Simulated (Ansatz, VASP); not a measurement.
One calculation of InSe, two programs

The input INCAR:

```
PREC = Accurate
ENCUT = 520
EDIFF = 1E-7
ISMEAR = 0
SIGMA = 0.05
LREAL = F
LASPH = T
NELM = 80
ALGO = Normal
ISIF = 2
LWAVE = F
LCHARG = F
GGA = PS
NBANDS = 27
```

The input KPOINTS:

```
regular mesh
0
Gamma
  8 8 6
```

Contents of POSCAR:

```
InSe
1.0
    5.8749264423     -2.0552742521     -0.0052948673
    5.8749264423      2.0552742521     -0.0052948673
   -1.6051187023      0.0000000000      4.2720903652
In Se
2 2
Direct
    0.8890014169      0.8890014169      0.0524696076
    0.1141973411      0.1141973411      0.9709460661
    0.6547212217      0.6547212217      0.6374867706
    0.3452787783      0.3452787783      0.3625132294
```

Input for Ansatz:

```yaml
crystal:
  lattice:
    - [5.8749264423, -2.0552742521, -0.0052948673]
    - [5.8749264423, 2.0552742521, -0.0052948673]
    - [-1.6051187023, 0.0, 4.2720903652]
  atoms:
    - { symbol: In, position: [0.8890014169, 0.8890014169, 0.0524696076] }
    - { symbol: In, position: [0.1141973411, 0.1141973411, 0.9709460661] }
    - { symbol: Se, position: [0.6547212217, 0.6547212217, 0.6374867706] }
    - { symbol: Se, position: [0.3452787783, 0.3452787783, 0.3625132294] }
basis:
  ecutwfc: 420
kpoints:
  mp_grid: { grid: [8, 8, 6] }
hamiltonian:
  xc: pbesol
scf:
  occupations: { method: gaussian, width: 0.05 }
output:
  forces: true
  stress: true
  eigenvalues: true
```

Alike in both runs: task single point; functional PBEsol; k mesh 8 × 8 × 6; occupations gaussian, width 0.05 eV; no spin polarisation.

|  | VASP | Ansatz |
| --- | --- | --- |
| version | VASP 6.6.1 | Ansatz 0.2.0 |
| potentials or method | VASP PAW PBE potentials, release 64 (In_d, Se), cutoff 520 eV | scalar-relativistic, plane waves, PAW |
| valence electrons in the cell | 38 | 58 |

|  | VASP | Ansatz | Ansatz less VASP |
| --- | --- | --- | --- |
| gap on the k mesh at the Fermi level (eV) | 0.70 | 0.71 | +0.008 |
| least direct gap on the mesh (eV) | 0.97 | 0.97 | +0.008 |
| pressure (GPa) | 0.3 | 0.2 | -0.07 |
| traceless stress, the component that is largest in VASP (GPa) | -0.57 | -0.56 | +0.009 |
| rms of the force components (eV/Å) | 0.172 | 0.168 | -0.0039 |

VASP's potentials were made for PBE, not for PBEsol. Atom by atom the forces differ by 0.010 eV/Å (rms over components). The functional is the same, so the differences come from potentials, cutoffs and numerics. VASP's potentials hold 38 valence electrons a cell and Ansatz's 58, so a difference there can come from the potentials and not from the codes.
